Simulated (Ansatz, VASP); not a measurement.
**Na in VASP and in Ansatz**

Contents of INCAR:

```
PREC = Accurate ; ENCUT = 520
EDIFF = 1E-6 ; ISMEAR = -1
SIGMA = 0.1 ; LREAL = False
LASPH = True ; NELM = 60
ALGO = Normal ; ISIF = 2
LWAVE = False ; LCHARG = False
NBANDS = 10
```

The input KPOINTS:

```
regular mesh
0
Gamma
  11 11 11
```

POSCAR

```
Na
1.0
    3.3852361773      0.0000000000      0.0000000000
    0.0000000000      3.3852361773      0.0000000000
    0.0000000000      0.0000000000      3.3852361773
Na
1
Direct
    0.0000000000      0.0000000000      0.0000000000
```

Input for Ansatz:

```yaml
crystal:
  lattice:
    - [3.3852361773, 0.0, 0.0]
    - [0.0, 3.3852361773, 0.0]
    - [0.0, 0.0, 3.3852361773]
  atoms:
    - { symbol: Na, position: [0.0, 0.0, 0.0] }
hamiltonian:
  xc: lda
  pseudopotentials:
    kind: paw
    azcp:
      Na: "pseudopotentials/Na.paw.azcp"
basis:
  ecutwfc: 420
  fft_grid_basis: typed
kpoints:
  mp_grid: { grid: [11, 11, 11], shift: [0, 0, 0] }
magnetization:
  spin_polarized: false
scf:
  occupations: { method: fermi_dirac, width: 0.1 }
  lower_state_search: "off"
output:
  stress: true
```

Alike in both runs: task single point; functional LDA; k mesh 11 × 11 × 11; occupations fermi-dirac, width 0.1 eV; no spin polarisation.

|  | VASP | Ansatz |
| --- | --- | --- |
| version | VASP 6.6.1 | Ansatz 0.2.0 |
| potentials or method | VASP PAW LDA potentials, release 64 (Na_pv), cutoff 520 eV | plane waves (420 eV) with PAW, scalar-relativistic |
| valence electrons in the cell | 7 | 9 |

|  | VASP | Ansatz | Ansatz less VASP |
| --- | --- | --- | --- |
| pressure (GPa) | -0.5 | -0.5 | +0.03 |

Ansatz warns that its potentials were made for another functional, while VASP's fit it. LDA's correlation is that of Perdew and Zunger in VASP and of Perdew and Wang (1992) in Ansatz. VASP's potentials hold 7 valence electrons a cell and Ansatz's 9, so a difference there can come from the potentials and not from the codes.
